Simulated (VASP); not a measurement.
Here is a VASP 6.6.1 calculation.

Contents of INCAR:

```
ALGO = Normal
EDIFF = 1E-7
EDIFFG = -0.01
ENCUT = 500
GGA = LIBXC
GGA_COMPAT = F
IBRION = 2
ISIF = 3
ISMEAR = 0
LASPH = T
LCHARG = F
LIBXC1 = GGA_X_PBE
LIBXC2 = GGA_C_PBE_SOL
LREAL = F
LWAVE = F
NELM = 120
NELMIN = 4
NSW = 80
PREC = Accurate
SIGMA = 0.01
```

Contents of KPOINTS:

```
k-points
0
Gamma
  10 10 10
```

File POSCAR:

```
BP
1.0
    0.0000000000      2.2690000000      2.2690000000
    2.2690000000      0.0000000000      2.2690000000
    2.2690000000      2.2690000000      0.0000000000
B P
1 1
Direct
    0.0000000000      0.0000000000      0.0000000000
    0.2500000000      0.2500000000      0.2500000000
```

Potentials or basis: VASP PAW PBE potentials, release 64 (B, P).

Run with:

```bash
$ cat potpaw_PBE.64/B/POTCAR potpaw_PBE.64/P/POTCAR > POTCAR
$ mpirun -np 1 vasp_std > vasp.out
```

(1) Predict the space group after relaxing (to 0.1 Å).

(2) What does it give for the relaxed volume?

Results:

(1) F-43m (No. 216).

(2) 11.82 Å³/atom.

Caveat: the PAW data sets were made with another functional, which shifts forces and pressure a little.
